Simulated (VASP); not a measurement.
Here is a VASP 6.6.1 calculation.

The input INCAR:

```
PREC = Accurate
ENCUT = 500
EDIFF = 1E-6
ISMEAR = 0
SIGMA = 0.1
LREAL = False
LASPH = True
NELM = 120
ALGO = Normal
ISIF = 2
LWAVE = False
LCHARG = False
GGA = PE
NBANDS = 52
GGA_COMPAT = False
```

KPOINTS

```
Automatic mesh
0
Gamma
  6 6 6
```

File POSCAR:

```
K3Cl2
1.0
    3.9315747907      2.2698957638      7.7112170583
   -3.9315747907      2.2698957638      7.7112170583
    0.0000000000     -4.5397915275      7.7112170583
K Cl
6 4
Direct
    0.5705321264      0.9294678736      0.2500000000
    0.2500000000      0.5705321264      0.9294678736
    0.9294678736      0.2500000000      0.5705321264
    0.4294678736      0.0705321264      0.7500000000
    0.7500000000      0.4294678736      0.0705321264
    0.0705321264      0.7500000000      0.4294678736
    0.3381766345      0.3381766345      0.3381766345
    0.1618233655      0.1618233655      0.1618233655
    0.6618233655      0.6618233655      0.6618233655
    0.8381766345      0.8381766345      0.8381766345
```

Potentials or basis: VASP PAW PBE potentials, release 64 (K_sv, Cl).

Launch:

```sh
$ cat potpaw_PBE.64/K_sv/POTCAR potpaw_PBE.64/Cl/POTCAR > POTCAR
$ mpirun -np 1 vasp_std > vasp.out
```

(1) What does it give for the band gap on the k mesh?

(2) Predict the pressure.

## Answers

(1) zero (bands 41 and 42 overlap by 0.39 eV).

(2) 0.0 GPa.
